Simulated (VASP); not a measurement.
# SnO: single point with PBE+D3(BJ)

SnO, a slab with vacuum:

```
CELL_PARAMETERS angstrom
3.82056 -0.00001 0.00000
0.00001 3.82056 0.00000
0.00000 0.00000 30.63492
ATOMIC_POSITIONS crystal
Sn 0.75000 0.25000 0.46142
Sn 0.25000 0.75000 0.53858
O 0.25000 0.25000 0.50000
O 0.75000 0.75000 0.50000
```

This cell differs from its parent crystal: atoms taken out.

```json
{
 "Program": "VASP 6.6.1",
 "Task": "single point",
 "Functional": "PBE",
 "Dispersion": "D3(BJ)",
 "Potentials or basis": "VASP PAW PBE potentials, release 64 (Sn_d, O)",
 "Cutoff": "520 eV",
 "k mesh": "6 × 6 × 1",
 "Occupations": "gaussian, width 0.02 eV",
 "Spin": "no spin polarisation",
 "Dipole correction": "yes",
 "Further INCAR settings": "ALGO = Normal; EDIFF = 1e-07; NBANDS = 28"
}
```

```json
{
  "Largest force": "0.086 eV/Å",
  "Band gap on the k mesh": "3.09 eV (least direct gap 3.14 eV)",
  "Dispersion energy per atom": "-0.137 eV"
}
```

Forces in eV/Å, atoms in the order of the input:
```
Sn   0.000  0.000 -0.086
Sn   0.000  0.000  0.086
O    0.000  0.000  0.000
O    0.000  0.000  0.000
```

Levels at points of the mesh, in eV from the valence-band top:
```
           k point  band 17  band 18  band 19  band 20  band 21  band 22  band 23  band 24
(0.00, 0.00, 0.00)    -2.08    -1.67    -1.67    -0.05     3.09     3.16     5.22     5.30
(0.50, 0.00, 0.00)    -3.30    -3.30    -0.52    -0.52     3.21     3.21     5.79     5.79
(0.50, 0.50, 0.00)    -1.03    -1.03    -0.67    -0.67     3.12     3.12     5.23     5.23
```

Wall time 100 s on 1 thread of Intel(R) Xeon(R) 6975P-C (Granite Rapids), with other jobs on the host, peak memory 0.47 GiB.

Caveat: the cell differs from its parent crystal (atoms taken out); spin-orbit coupling is left out, which moves the levels of the heavy elements.
